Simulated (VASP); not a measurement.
Input of a VASP 6.6.1 run:

Contents of INCAR:

```
ALGO     = Normal         # electronic algorithm
EDIFF    = 1E-6           # SCF threshold, eV
ENCUT    = 500            # plane-wave cutoff, eV
GGA      = PE             # functional
GGA_COMPAT= False        
ISIF     = 2              # what is computed and relaxed
ISMEAR   = 0              # smearing method
LASPH    = True           # aspherical terms in the spheres
LCHARG   = True           # write CHGCAR
LELF     = True           # ELF
LREAL    = False          # projectors in reciprocal space
LVHAR    = True         
LWAVE    = False          # write WAVECAR
NBANDS   = 12             # bands
NELM     = 120            # most SCF steps
PREC     = Accurate       # precision mode
SIGMA    = 0.1            # smearing width, eV
```

File KPOINTS:

```
k-points
0
Gamma
  8 8 8
```

The input POSCAR:

```
Ga
1.0
    0.0000000000      1.8773265436      1.8773265436
    1.8773265436      0.0000000000      1.8773265436
    1.8773265436      1.8773265436      0.0000000000
Ga
1
Direct
    0.0000000000      0.0000000000      0.0000000000
```

Potentials or basis: VASP PAW PBE potentials, release 64 (Ga_d).

The run is started by

```console
$ cat potpaw_PBE.64/Ga_d/POTCAR > POTCAR
$ mpirun -np 1 vasp_std > vasp.out
```

Problem. What does it give for the pressure?

Solution. 40.7 GPa.

Problem. Predict the band gap on the k mesh.

Solution. Zero (an odd number of electrons rules out a gap without spin polarisation).

Caveat: the k points lie up to 0.36 Å⁻¹ apart, too coarse for converged energies and pressures of a metal; the cell differs from its parent crystal (Sc replaced by Ga, lengths x 0.831, strained).
